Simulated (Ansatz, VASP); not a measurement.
# Hf4C: VASP beside Ansatz

```
Hf C
1.0
     3.25242    0.00000    0.00000
    -1.62621    2.81668    0.00000
     0.00000    0.00000   10.40179
Hf C
4 1
Direct
  0.66667 0.33333 0.87623
  0.33333 0.66667 0.12377
  0.66667 0.33333 0.38184
  0.33333 0.66667 0.61816
  0.00000 0.00000 0.00000
```

Alike in both runs: task relaxation of cell and atoms; functional PBE; k mesh 12 × 12 × 4; occupations gaussian, width 0.1 eV; no spin polarisation.

```csv
,VASP,Ansatz
version,VASP 6.6.1,Ansatz 0.2.0
potentials or method,"VASP PAW PBE potentials, release 64 (Hf_pv, C), cutoff 600 eV","scalar-relativistic, plane waves, PAW"
valence electrons in the cell,44,108
```

|  | VASP | Ansatz | Ansatz less VASP |
| --- | --- | --- | --- |
| gap on the k mesh at the Fermi level, each at its own relaxed structure (eV) | none | none | - |
| relaxed volume (Å³/atom) | 18.87 | 18.93 | +0.066 |
| relaxed length of the cell vector where the two differ most in proportion (Å) | 3.243 | 3.248 | +0.0043 |

A gap of «none» marks a metal or a gap that the smearing closes. VASP's potentials hold 44 valence electrons a cell and Ansatz's 108, so a difference there can come from the potentials and not from the codes.

Spin-orbit coupling is off throughout.
